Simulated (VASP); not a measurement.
TaN: single point with LDA

Crystal: TaN.

```
Ta N
1.0
     0.00000    2.18784    2.18784
     2.18784    0.00000    2.18784
     2.18784    2.18784    0.00000
Ta N
1 1
Direct
  0.50000 0.50000 0.50000
  0.00000 0.00000 0.00000
```

```yaml
Program: VASP 6.6.1
Task: single point
Functional: LDA
Potentials_or_basis: VASP PAW LDA potentials, release 64 (Ta_pv, N)
Cutoff: 520 eV
k_mesh: 12 × 12 × 12
Occupations: tetrahedron
Spin: no spin polarisation
```

```yaml
Pressure: -4.9 GPa
Band_gap_on_the_k_mesh: zero (band 8 reaches 11.50 eV, above the bottom of band 9 at 7.40 eV)
```

Levels at points of the mesh, in eV from the Fermi level:
| k point | band 6 | band 7 | band 8 | band 9 | band 10 | band 11 |
| --- | --- | --- | --- | --- | --- | --- |
| (0.00, 0.00, 0.00) | -3.78 | -3.78 | -2.14 | -2.14 | -2.14 | 0.03 |
| (0.50, 0.00, 0.00) | -7.64 | -7.64 | 1.96 | 1.96 | 2.07 | 4.04 |
| (0.50, 0.50, 0.00) | -5.54 | -4.57 | -4.57 | 2.13 | 3.65 | 3.65 |

Run time: 11 s on 1 thread of Intel(R) Xeon(R) Platinum 8375C CPU @ 2.90GHz (Ice Lake), with other jobs on the host, peak memory 0.15 GiB.

Caveat: spin-orbit coupling is left out, which moves the levels of the heavy elements; tetrahedron occupations give inexact forces and stress in metals.
